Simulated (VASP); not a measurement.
Co, 2 atoms in the cell. The structure is cubic, space group Fd-3m (No. 227). The conventional cell has a = 4.853 Å, b = 4.853 Å, c = 4.853 Å, α = 90.00°, β = 90.00°, γ = 90.00°. Within 2.8 Å of Co (site symmetry -43m) lie 4 Co at 2.10 Å. This isn't the form of Co at room conditions, which is hcp.

```yaml
Program: VASP 6.6.1
Task: single point
Functional: r2SCAN
Potentials_or_basis: VASP PAW PBE potentials, release 64 (Co)
Cutoff: 520 eV
k_mesh: 11 × 11 × 11
Occupations: fermi-dirac, width 0.1 eV
Spin: no spin polarisation
Dipole_correction: no
Further_INCAR_settings: ALGO = Normal; EDIFF = 1e-07; NBANDS = 16
```

Potentials or basis: VASP PAW PBE potentials, release 64 (Co).

Command:

```console
$ cat potpaw_PBE.64/Co/POTCAR > POTCAR
$ cp INCAR.step1 INCAR
$ mpirun -np 1 vasp_std > vasp.out
$ cp INCAR.step2 INCAR
$ mpirun -np 1 vasp_std > vasp.out
```

Hardware: 1 thread of AMD EPYC 9R45 96-Core Processor (Zen 5), on a shared host.

Question: How long does it take, and how much memory?

Answer: It took 75 s on 1 thread of AMD EPYC 9R45 96-Core Processor (Zen 5), on a shared host, peak memory 0.14 GiB. Counts: k points 56.
